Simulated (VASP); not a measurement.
B, 1 atom in the cell. The structure is cubic, space group Pm-3m (No. 221). The conventional cell has a = 1.491 Å, b = 1.491 Å, c = 1.491 Å, α = 90.00°, β = 90.00°, γ = 90.00°. Within 2.0 Å of B (site symmetry m-3m) lie 6 B at 1.49 Å.  This cell differs from its parent crystal: volume scaled by 0.5.

| Item | Value |
| --- | --- |
| Program | VASP 6.6.1 |
| Task | single point |
| Functional | PBEsol |
| Potentials or basis | VASP PAW PBE potentials, release 64 (B) |
| Cutoff | 520 eV |
| k mesh | 20 × 20 × 20 |
| Occupations | fermi-dirac, width 0.05 eV |
| Spin | no spin polarisation |
| Dipole correction | no |
| Further INCAR settings | ALGO = Normal; EDIFF = 1e-07; NBANDS = 8 |

Potentials or basis: VASP PAW PBE potentials, release 64 (B).

The run is started by

```sh
$ cat potpaw_PBE.64/B/POTCAR > POTCAR
$ mpirun -np 1 vasp_std > vasp.out
```

Hardware: 1 thread of Intel(R) Xeon(R) Platinum 8488C (Sapphire Rapids), on a shared host.

Problem. How long does it take, and how much memory?

Solution. Wall time 2.4 s on 1 thread of Intel(R) Xeon(R) Platinum 8488C (Sapphire Rapids) (shared host), peak memory 0.11 GiB. Counts: scf iterations 10, k points 286.
